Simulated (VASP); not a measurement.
Wanted: the native input for a VASP 6.6.1 run.

```yaml
Task: single point
Functional: PBE
Potentials_or_basis: VASP PAW PBE potentials, release 64 (Cd)
Cutoff: 520 eV
k_mesh: 10 × 10 × 13
Occupations: fermi-dirac, width 0.1 eV
Spin: no spin polarisation
Dipole_correction: no
Further_INCAR_settings: ALGO = Normal; EDIFF = 1e-06; NBANDS = 25
```

The structure of Cd lies in POSCAR:

```
Cd
1.0
    3.8151888144      0.0000000000      0.0000000000
   -1.9075944072      3.3040504335      0.0000000000
    0.0000000000      0.0000000000      2.2946239571
Cd
3
Direct
    0.0000000000      0.0000000000      0.0000000000
    0.3333333333      0.6666666667      0.5000000000
    0.6666666667      0.3333333333      0.5000000000
```

This isn't the form of Cd at room conditions, which is hcp.

One way to write it, as run:

INCAR

```
SYSTEM = Cd
PREC = Accurate
ENCUT = 520
EDIFF = 1E-6
ISMEAR = -1
SIGMA = 0.1
LREAL = .FALSE.
LASPH = .TRUE.
NELM = 60
ALGO = Normal
ISIF = 2
LWAVE = .FALSE.
LCHARG = .TRUE.
GGA = PE
LELF = .TRUE.
LVHAR = .TRUE.
NBANDS = 25
```

KPOINTS

```
Automatic mesh
0
G
  10 10 13
  0 0 0
```

Potentials or basis: VASP PAW PBE potentials, release 64 (Cd).

Command:

```sh
$ cat potpaw_PBE.64/Cd/POTCAR > POTCAR
$ mpirun -np 1 vasp_std > vasp.out
```

Results of the run:

The pressure is 441.3 GPa and the band gap on the k mesh is zero (bands 18 and 19 overlap by 3.39 eV).

Caveat: the cell stands under pressure.

Run time: 29 s on 1 thread of AMD EPYC 9R45 96-Core Processor (Zen 5) (shared host), peak memory 0.14 GiB.
